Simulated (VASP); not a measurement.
A run of VASP 6.6.1 is set up as follows.

Contents of INCAR:

```
PREC = Accurate
ENCUT = 520
EDIFF = 1E-7
ISMEAR = 0
SIGMA = 0.15
LREAL = F
LASPH = T
NELM = 80
ALGO = Normal
ISIF = 2
LWAVE = F
LCHARG = T
GGA = PE
IVDW = 12
LELF = T
LVHAR = T
NBANDS = 21
```

File KPOINTS:

```
Automatic mesh
0
Gamma
  21 21 6
```

Contents of POSCAR:

```
B2O
1.0
    2.7153989578      0.0000000000      0.0000000000
   -1.3576994789      2.3516044789      0.0000000000
    0.0000000000      0.0000000000      9.5258910839
B O
4 2
Direct
    0.0000000000      0.0000000000      0.4099026039
    0.0000000000      0.0000000000      0.5900973961
    0.6666666667      0.3333333333      0.0293462865
    0.3333333333      0.6666666667      0.9706537135
    0.6666666667      0.3333333333      0.3525784977
    0.3333333333      0.6666666667      0.6474215023
```

Potentials or basis: VASP PAW PBE potentials, release 64 (B, O).

Run with:

```sh
$ cat potpaw_PBE.64/B/POTCAR potpaw_PBE.64/O/POTCAR > POTCAR
$ mpirun -np 1 vasp_std > vasp.out
```

(1) Predict the largest force.

(2) Estimate the band gap on the k mesh.

(3) Predict the pressure.

(4) What does it give for the dispersion energy per atom?

Answers

(1) 1.873 eV/Å.

(2) zero (bands 12 and 13 overlap by 3.29 eV).

(3) -18.6 GPa.

(4) -0.121 eV.

Caveat: the stress differs along the axes, from -26 to -4 GPa; forces of over 1 eV/Å act on the atoms, so gaps and moduli don't describe the material at rest.
